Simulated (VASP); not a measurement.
Runs of VASP 6.6.1 on WC4. The structure is that of space group Im-3m (No. 229), or close to it. The cells are those of the table. 

```tsv
task	cell	k mesh	cutoff (eV)	gap on the mesh (eV)	pressure (GPa)	relaxed volume (Å³/atom)
single point	a = 4.402 Å, angles 109.5°, 5 atoms	6 × 6 × 6	520	none	-24.0	-
single point	a = 4.174 Å, angles 109.5°, 5 atoms	6 × 6 × 6	520	none	0.0	-
relaxation of cell and atoms	relaxed from a = 4.174 Å, angles 109.5°, 5 atoms	12 × 12 × 12	600	none	0.0	(a)
relaxation of cell and atoms	relaxed from a = 4.402 Å, angles 109.5°, 5 atoms	6 × 6 × 6	600	none	-0.1	11.20
single point	a = 4.172 Å, angles 109.5°, 5 atoms	12 × 12 × 12	520	none	0.3	-
```

Alike in all rows: level PBE; potentials or basis VASP PAW PBE potentials, release 64 (W_sv, C); no spin polarisation; smearing gaussian 0.1 eV.

Q: Estimate the missing entries.

A: (a) 11.19.

Caveats: spin-orbit coupling is left out, which moves the levels of the heavy elements.

A k mesh can miss the band edges, and the runs leave out spin-orbit coupling on W.

A gap of «none» marks levels without a gap at the run's occupations.
